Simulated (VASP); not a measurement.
# Al24N23 (a cell with a defect) in VASP: single point with PBE

Aim: the single point of Al24N23 (a cell with a defect) with PBE.

Everything below comes from runs of VASP 6.6.1. Logs are shortened: lines on timing, memory, paths and dates and some standing lists are left out, and cuts for length are marked.

### 1 The cell of the first run

The cell holds a defect, 47 atoms: a = 9.339 Å, b = 6.226 Å, c = 9.962 Å, α = 90.00°, β = 90.00°, γ = 120.00°.

### 2 Single point, PBE (atoms taken out, then relaxed in part)

Input file INCAR:

```
  PREC = Accurate
  ENCUT = 520
  EDIFF = 1E-6
  ISMEAR = -1
  SIGMA = 0.01
  LREAL = Auto
  LASPH = True
  NELM = 100
  ALGO = Normal
  ISIF = 2
  LWAVE = False
  LCHARG = False
  GGA = PE
  NELECT = 184.0
  NBANDS = 122
```

Input file KPOINTS:

```
Automatic mesh
0
Gamma
  3 4 2
```

Input file POSCAR:

```
Al24N23
1.0
    9.3390000000      0.0000000000      0.0000000000
   -3.1130000000      5.3918741640      0.0000000000
    0.0000000000      0.0000000000      9.9620000000
Al N
24 23
Direct
    0.1103246161      0.3327599857     -0.0619265503
    0.1100533549      0.3328980076      0.5076381453
    0.1098161478      0.8321265923     -0.0025316024
    0.1056078915      0.8287948029      0.5025987293
    0.4455504999      0.3351275893     -0.0041708418
    0.4488735350      0.3380140376      0.5020908401
    0.4464601441      0.8341292986     -0.0032717188
    0.4494825159      0.8361461679      0.5021576729
    0.7782397414      0.3346904447     -0.0029750734
    0.7756011911      0.3366007135      0.5025903988
    0.7777347556      0.8319383580     -0.0024570744
    0.7764485829      0.8272601075      0.5030561966
    0.2397794219      0.1467016092      0.2610489302
    0.2270470979      0.1613990502      0.7463319153
    0.2421979235      0.7152599114      0.2610530813
    0.2278368717      0.6797159123      0.7465621581
    0.5581601384      0.1728841576      0.2481354047
    0.5565821052      0.1682510361      0.7512266335
    0.5536729075      0.6624125657      0.2506198297
    0.5553025580      0.6658784502      0.7507336711
    0.8456537920      0.1331413574      0.2638932381
    0.8787101677      0.1588195410      0.7463870354
    0.8884417071      0.6665753621      0.2525199362
    0.8882307422      0.6661864510      0.7512726962
    0.1109147286      0.3333675977      0.7033170344
    0.1116087002      0.8331466167      0.1911503400
    0.1103805647      0.8324965085      0.6899016891
    0.4430690410      0.3345431437      0.1882504124
    0.4457758725      0.3336591912      0.6903999491
    0.4464616057      0.8336390428      0.1893971587
    0.4467903846      0.8359846825      0.6906296282
    0.7804229813      0.3367048879      0.1893657534
    0.7768570079      0.3347368952      0.6906914736
    0.7783584850      0.8313063067      0.1898956258
    0.7765691481      0.8301190688      0.6910545477
    0.2204787807      0.1689051989      0.4423290621
    0.2231116188      0.1639836887      0.9407413927
    0.2210451228      0.6622598546      0.4422698623
    0.2237576841      0.6708270284      0.9412083604
    0.5546222890      0.1661031444      0.4375436522
    0.5558881596      0.1672693253      0.9421525008
    0.5566373678      0.6678036923      0.4393729209
    0.5558170410      0.6667554518      0.9413319437
    0.8907470539      0.1681544920      0.4437385866
    0.8856907414      0.1640007391      0.9401031946
    0.8882191944      0.6658643650      0.4404933344
    0.8898569064      0.6673242343      0.9420779249
```

Potentials or basis: VASP PAW PBE potentials, release 64 (Al, N).

On the command line:

```bash
> cat potpaw_PBE.64/Al/POTCAR potpaw_PBE.64/N/POTCAR > POTCAR
> mpirun -np 1 vasp_std > vasp.out
```

OUTCAR:

```text
PREC = Accurate
   ENCUT = 520
   EDIFF = 1E-6
   ISMEAR = -1
   LREAL = Auto
   LASPH = True
   NELM = 100
   ISIF = 2
   GGA = PE
   NELECT = 184.0

 ion  position               nearest neighbor table
   1  0.110  0.333  0.938-  45 1.82  37 1.82  39 1.82  25 2.34  14 2.67  16 2.67  22 2.67   9 3.16
                             3 3.17  11 3.17   3 3.17   5 3.18   7 3.18
   2  0.110  0.333  0.508-  44 1.88  38 1.89  36 1.89  25 1.95  14 3.03  22 3.03  16 3.03   4 3.11
                             4 3.12  12 3.13  10 3.14   6 3.15   8 3.15  13 3.20  15 3.21  21 3.24
   3  0.110  0.832  0.997-  47 1.86  37 1.88  39 1.88  26 1.93  24 3.04  16 3.07  14 3.07   9 3.10
                            11 3.10  23 3.11   5 3.13  13 3.13   7 3.14  15 3.14   1 3.17   1 3.17
   4  0.106  0.829  0.503-  46 1.86  27 1.87  38 1.93  36 1.93  13 2.97  15 2.97  14 3.02  16 3.02
                            24 3.04  23 3.05  12 3.07  10 3.07   2 3.11   2 3.12   6 3.19   8 3.19
   5  0.446  0.335  0.996-  43 1.87  41 1.88  37 1.88  28 1.92  20 3.02  18 3.03  14 3.05  17 3.08
                            19 3.09  11 3.10   7 3.10   9 3.11   7 3.12  13 3.13   3 3.13   1 3.18
   6  0.449  0.338  0.502-  29 1.88  42 1.88  40 1.90  36 1.94  13 2.94  14 3.02  20 3.04  12 3.05
                            19 3.06  10 3.06  18 3.06  17 3.09   8 3.10   8 3.13   2 3.15   4 3.19
   7  0.446  0.834  0.997-  43 1.87  41 1.88  39 1.88  30 1.92  20 3.03  18 3.04  16 3.06  17 3.10
                            19 3.10  11 3.10   5 3.10   9 3.11  15 3.12   5 3.12   3 3.14   1 3.18
   8  0.449  0.836  0.502-  31 1.88  42 1.88  40 1.89  38 1.94  15 2.94  16 3.02  20 3.05  18 3.06
                            19 3.07  10 3.08  12 3.08   6 3.10  17 3.11   6 3.13   2 3.15   4 3.19
   9  0.778  0.335  0.997-  47 1.88  45 1.88  41 1.88  32 1.92  24 3.03  18 3.03  22 3.06  17 3.07
                             3 3.10  11 3.10   7 3.11   5 3.11  23 3.11  11 3.13  21 3.14   1 3.16
  10  0.776  0.337  0.503-  33 1.87  46 1.88  40 1.90  44 1.93  21 2.92  22 3.02  18 3.05  24 3.05
[... 14 lines left out ...]
                             9 3.07  23 3.08   5 3.08  10 3.09   6 3.09   7 3.10   8 3.11  19 3.16
  18  0.557  0.168  0.751-  33 1.88  29 1.89  31 1.89  41 1.90   5 3.03   9 3.03   7 3.04  22 3.04
                            10 3.05  16 3.06  14 3.06   6 3.06   8 3.06  24 3.10  20 3.10  20 3.12
  19  0.554  0.662  0.251-  28 1.87  42 1.88  30 1.89  34 1.92  21 2.84   6 3.06  17 3.07   8 3.07
                            13 3.08  15 3.09   5 3.09  12 3.09   7 3.10  11 3.10  23 3.11  17 3.16
  20  0.555  0.666  0.751-  35 1.89  29 1.89  31 1.89  43 1.90   5 3.02   7 3.03   6 3.04  22 3.05
                             8 3.05  11 3.05  12 3.05  16 3.10  18 3.10  14 3.10  24 3.11  18 3.12
  21  0.846  0.133  0.264-  34 1.81  32 1.82  44 1.83  17 2.82  19 2.84  12 2.91  10 2.92  11 3.13
                            23 3.13   9 3.14  23 3.14   2 3.24
  22  0.879  0.159  0.746-  35 1.86  33 1.86  25 1.93  45 1.93   1 2.67  12 3.01  10 3.02   2 3.03
                            18 3.04  20 3.05   9 3.06  11 3.06  24 3.11  24 3.12  14 3.25  16 3.25
  23  0.888  0.667  0.253-  46 1.87  34 1.88  32 1.89  26 1.91   4 3.05  12 3.06  10 3.06  17 3.08
                            11 3.11   3 3.11   9 3.11  19 3.11  21 3.13  21 3.14  13 3.15  15 3.16
  24  0.888  0.666  0.751-  35 1.89  33 1.89  27 1.90  47 1.90   9 3.03  11 3.04   3 3.04   4 3.04
                            12 3.04  10 3.05  18 3.10  20 3.11  22 3.11  22 3.12  14 3.12  16 3.13
  25  0.111  0.333  0.703-  14 1.92  16 1.92  22 1.93   2 1.95   1 2.34
  26  0.112  0.833  0.191-  13 1.84  15 1.85  23 1.91   3 1.93
  27  0.110  0.832  0.690-  14 1.86  16 1.86   4 1.87  24 1.90
  28  0.443  0.335  0.188-  13 1.81  19 1.87  17 1.90   5 1.92
  29  0.446  0.334  0.690-  14 1.86   6 1.88  18 1.89  20 1.89
  30  0.446  0.834  0.189-  15 1.81  19 1.89   7 1.92  17 1.92
  31  0.447  0.836  0.691-  16 1.86   8 1.88  18 1.89  20 1.89
[... 14 lines left out ...]
  46  0.888  0.666  0.440-   4 1.86  23 1.87  10 1.88  12 1.88
  47  0.890  0.667  0.942-   3 1.86   9 1.88  11 1.88  24 1.90

  Warning from LATTYP: Monoclinic adjustment (A1->A3, A2->A1, A3->A2)!
  Warning from LATTYP: Got some problem with cell dimensions!
  Tried to take original basis but could not verify dimensions!
  LATTYP: Found a simple monoclinic cell.
 ALAT       =     6.2260000000
 B/A-ratio  =     1.6000642467
 C/A-ratio  =     1.3228756555
 COS(beta)  =    -0.1889822365

  Lattice vectors:

 A1 = (  -3.1130000000,   5.3918741640,   0.0000000000)
 A2 = (   0.0000000000,   0.0000000000,  -9.9620000000)
 A3 = (  -6.2260000000,  -5.3918741640,   0.0000000000)

Analysis of symmetry for initial positions (statically):
=====================================================================
 Subroutine PRICEL returns:
 Original cell was already a primitive cell.

 Routine SETGRP: Setting up the symmetry group for a
 simple monoclinic supercell.

 Subroutine GETGRP returns: Found  1 space group operations
 (whereof  1 operations were pure point group operations)
 out of a pool of  4 trial point group operations.

The static configuration has the point symmetry C_1 .

Analysis of symmetry for dynamics (positions and initial velocities):
=====================================================================
 Subroutine PRICEL returns:
[... 156 lines left out ...]
  0.000000  0.000000  0.000000      1.000000
  0.333333  0.000000  0.000000      2.000000
  0.000000  0.250000  0.000000      2.000000
  0.333333  0.250000  0.000000      2.000000
 -0.333333  0.250000  0.000000      2.000000
  0.000000  0.500000  0.000000      1.000000
  0.333333  0.500000  0.000000      2.000000
  0.000000  0.000000  0.500000      1.000000
  0.333333  0.000000  0.500000      2.000000
  0.000000  0.250000  0.500000      2.000000
  0.333333  0.250000  0.500000      2.000000
 -0.333333  0.250000  0.500000      2.000000
  0.000000  0.500000  0.500000      1.000000
  0.333333  0.500000  0.500000      2.000000
   k-points           NKPTS =     14   k-points in BZ     NKDIM =     14   number of bands    NBANDS=    122
   number of dos      NEDOS =    301   number of ions     NIONS =     47
   total plane-waves  NPLWV = 268800
   dimension x,y,z NGX =    70 NGY =   48 NGZ =   80
   dimension x,y,z NGXF=   140 NGYF=   96 NGZF=  160
   ions per type =              24  23
   NGX,Y,Z   is equivalent  to a cutoff of  12.46, 12.82, 13.35 a.u.
   NGXF,Y,Z  is equivalent  to a cutoff of  24.92, 25.63, 26.70 a.u.
 SYSTEM =  unknown system
   PREC   = accura    normal or accurate (medium, high low for compatibility)
   ISTART =      0    job   : 0-new  1-cont  2-samecut
   ICHARG =      2    charge: 1-file 2-atom 10-const
   ISPIN  =      1    spin polarized calculation?
   LNONCOLLINEAR =      F non collinear calculations
   LSORBIT =      F    spin-orbit coupling
   LASPH  =      T    aspherical Exc in radial PAW
   ENCUT  =  520.0 eV  38.22 Ry    6.18 a.u.  17.36 11.58 18.52*2*pi/ulx,y,z
   NELM   =    100;   NELMIN=  2; NELMDL= -5     # of ELM steps
   EDIFF  = 0.1E-05   stopping-criterion for ELM
   LREAL  =      T    real-space projection
   EDIFFG = 0.1E-04   stopping-criterion for IOM
   NSW    =      0    number of steps for IOM
   IBRION =     -1    ionic relax: 0-MD 1-quasi-New 2-CG
   NFREE  =      0    steps in history (QN), initial steepest desc. (CG)
   ISIF   =      2    stress and relaxation
   ISYM   =      2    0-nonsym 1-usesym 2-fastsym
   POTIM  = 0.5000    time-step for ionic-motion
   TEBEG  =    0.0;   TEEND  =   0.0 temperature during run
   PSTRESS=    0.0 pullay stress
   NELECT =     184.0000    total number of electrons
   NUPDOWN=      -1.0000    fix difference up-down
   EMIN   =  10.00;   EMAX   =-10.00  energy-range for DOS
   EFERMI =   0.00;   METHOD = LEGACY
   ISMEAR =    -1;   SIGMA  =   0.01  broadening in eV -4-tet -1-fermi 0-gaus
   EFERMI_NEDOS =   21; number of points for ismear=-14 and -15
   IALGO  =     38    algorithm
   IMIX   =      4    mixing-type and parameters
     AMIX     =   0.40;   BMIX     =  1.00
     AMIX_MAG =   1.60;   BMIX_MAG =  1.00
  volume/ion in A,a.u.               =      10.67        72.03
  Fermi-wavevector in a.u.,A,eV,Ry     =   1.171886  2.214543 18.685097  1.373316
  Thomas-Fermi vector in A             =   2.308323
   LORBIT       =      0    0 simple, 1 ext, 2 COOP (PROOUT), +10 PAW based schemes
   GGA     = PE    functional components
   LHFCALC =     F    Hartree Fock is set to
   AEXX    =    0.0000 exact exchange contribution
   IVDW    =     0    specifies the selected vdW correction
   LEPSILON=     F    determine dielectric tensor
   LRPA    =     F    only Hartree local field effects (RPA)
 non-spin polarized calculation
  energy-cutoff  :      520.00
  volume of cell :      501.63
 maximum number of plane-waves:     13526
 NGX is ok and might be reduce to    70
   NGX = 35   NGY = 23   NGZ = 37

 number of electron     183.9999986 magnetization

 Free energy of the ion-electron system (eV)
  ---------------------------------------------------
  ext. energy  EPLUGINS =         0.00000000
  ---------------------------------------------------
  free energy    TOTEN  =      -366.16198846 eV

  energy without entropy =     -366.16198846  energy(sigma->0) =     -366.16198846

 E-fermi :   6.1930     XC(G=0): -10.7031

 val. band max:        5.9380739976   @ k =   0.3333   0.0000   0.0000
 cond. band min:       6.9041945993   @ k =   0.0000   0.0000   0.0000
 fundamental gap:      0.9661206016
 Fermi energy:         6.1929818710

 k-point     1 :       0.0000    0.0000    0.0000
  band No.  band energies     occupation
      1      -9.1639      2.00000
      2      -8.3717      2.00000
      3      -8.2439      2.00000
      4      -8.0827      2.00000
      5      -7.9338      2.00000
      6      -7.5007      2.00000
[... 1487 lines left out ...]
    103      12.4720      0.00000
    104      12.5275      0.00000
 [bands above 104 left out]

------------------------ aborting loop because EDIFF is reached ----------------------------------------

  FORCE on cell =-STRESS in cart. coord.  units (eV):
  Direction    XX          YY          ZZ          XY          YZ          ZX
  --------------------------------------------------------------------------------------
  -------------------------------------------------------------------------------------
  Total       -9.8415385     -8.7779507    -15.3941727     -0.7107727     -0.1122482     -0.2736246
  in kB      -31.4330786    -28.0360651    -49.1677434     -2.2701507     -0.3585117     -0.8739350
  external PRESSURE =     -36.2122957 kB  Pullay stress =       0.0000000 kB

 VOLUME and BASIS-vectors are now :
 -----------------------------------------------------------------------------
  energy-cutoff  :      520.00
  volume of cell :      501.63
      direct lattice vectors                 reciprocal lattice vectors
     9.339000000  0.000000000  0.000000000     0.107077846  0.061821423  0.000000000
    -3.113000000  5.391874164  0.000000000     0.000000000  0.185464269  0.000000000
     0.000000000  0.000000000  9.962000000     0.000000000  0.000000000  0.100381450

 POSITION                                       TOTAL-FORCE (eV/Angst)
 -----------------------------------------------------------------------------------
     -0.00556      1.79420      9.34509        -0.002406      0.004144     -0.002119
     -0.00852      1.79494      5.05709        -0.005886     -0.000671      0.006229
     -1.56484      4.48672      9.93678         0.008029      0.005642      0.001439
     -1.59377      4.46876      5.00689         0.000582     -0.000229     -0.000784
      3.11774      1.80697      9.92045        -0.002133     -0.003224      0.003215
      3.13979      1.82253      5.00183         0.001074     -0.001446      0.001841
[... 39 lines left out ...]
      6.22224      3.59026      4.38819        -0.000539     -0.000546      0.005140
      6.23299      3.59813      9.38498        -0.004142     -0.001313     -0.003510
 -----------------------------------------------------------------------------------
    total drift:                               -0.009475     -0.000463      0.016973

  FREE ENERGIE OF THE ION-ELECTRON SYSTEM (eV)
  ---------------------------------------------------
  free  energy   TOTEN  =      -366.1619884575 eV

  energy  without entropy=     -366.1619884575  energy(sigma->0) =     -366.16198846
```

Run time: 31 min. Hardware: 1 thread of Oxide Virtual Turin-like, shared host; peak memory 0.85 GiB.

What came out:

```
Free energy   : -366.1620 eV
Largest force : 0.024 eV/Å
```

Forces on the atoms (eV/Å):
```
Al  -0.002  0.004 -0.002
Al  -0.006 -0.001  0.006
Al   0.008  0.006  0.001
Al   0.001  0.000 -0.001
Al  -0.002 -0.003  0.003
Al   0.001 -0.001  0.002
Al  -0.005 -0.002  0.001
Al   0.001  0.001  0.002
Al   0.002 -0.004 -0.001
Al   0.003 -0.003  0.002
Al  -0.002  0.004  0.001
Al  -0.002  0.000  0.000
Al   0.002 -0.005 -0.003
Al   0.000 -0.003  0.008
Al  -0.007  0.005 -0.004
Al   0.001 -0.004  0.008
Al  -0.002  0.002 -0.008
Al  -0.003  0.000  0.009
Al   0.003  0.002 -0.009
Al   0.000  0.000  0.008
Al  -0.005  0.004 -0.003
Al   0.001  0.000  0.006
Al   0.002  0.000 -0.011
Al   0.000 -0.003  0.008
N    0.001  0.001 -0.024
N   -0.011 -0.007 -0.003
N   -0.003 -0.002 -0.003
N    0.009  0.007  0.000
N   -0.001  0.002 -0.005
N    0.011  0.004 -0.002
N    0.001 -0.001 -0.005
N   -0.004  0.005  0.001
N    0.001  0.003 -0.005
N    0.003 -0.008  0.000
N    0.003 -0.001 -0.005
N   -0.001  0.002  0.009
N    0.006 -0.004 -0.003
N    0.001 -0.002  0.009
N    0.002  0.008 -0.002
N    0.000 -0.001  0.008
N    0.003  0.003 -0.004
N   -0.001 -0.001  0.006
N    0.003  0.000 -0.005
N    0.002  0.002  0.006
N   -0.008 -0.006  0.000
N   -0.001 -0.001  0.005
N   -0.004 -0.001 -0.004
```

Caveat: the cell carries a net charge on a neutralising background, which shifts energy and pressure; the cell differs from its parent crystal (atoms taken out, then relaxed in part); the cell is charged against a uniform background, so pressure and absolute levels hang on convention.
